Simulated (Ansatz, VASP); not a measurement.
**One calculation of TiAl3, two programs**

```xyz
8
Lattice="1.9084 1.9084 -4.2727 1.9084 1.9084 4.2727 3.8174 -3.8174 0.0000" Properties=species:S:1:pos:R:3 pbc="T T T"
Ti    0.0000    0.0000    0.0000
Ti    3.8171   -0.0002    0.0000
Al    1.9084    1.9084    0.0000
Al    1.9087   -1.9087    0.0000
Al    3.8173   -1.9088    2.1364
Al    1.9086   -0.0001   -2.1364
Al    1.9086   -0.0001    2.1364
Al    3.8173   -1.9088   -2.1364
```

Alike in both runs: functional PBEsol; k mesh 8 × 8 × 8; occupations gaussian, width 0.1 eV; no spin polarisation.

Ansatz relaxed the structure, and its values are those at the end. VASP's run is a single point on that final structure, the one shown.

|  | VASP | Ansatz |
| --- | --- | --- |
| version | VASP 6.6.1 | Ansatz 0.2.0 |
| potentials or method | VASP PAW PBE potentials, release 64 (Ti_sv, Al), cutoff 520 eV | scalar-relativistic, plane waves, PAW |
| valence electrons in the cell | 42 | 42 |

```csv
,VASP,Ansatz,Ansatz less VASP
gap on the k mesh at the Fermi level (eV),none,none,-
pressure (GPa),0.1,0.0,-0.10
```

VASP's potentials were made for PBE, not for PBEsol. A gap of «none» marks a metal or a gap that the smearing closes.
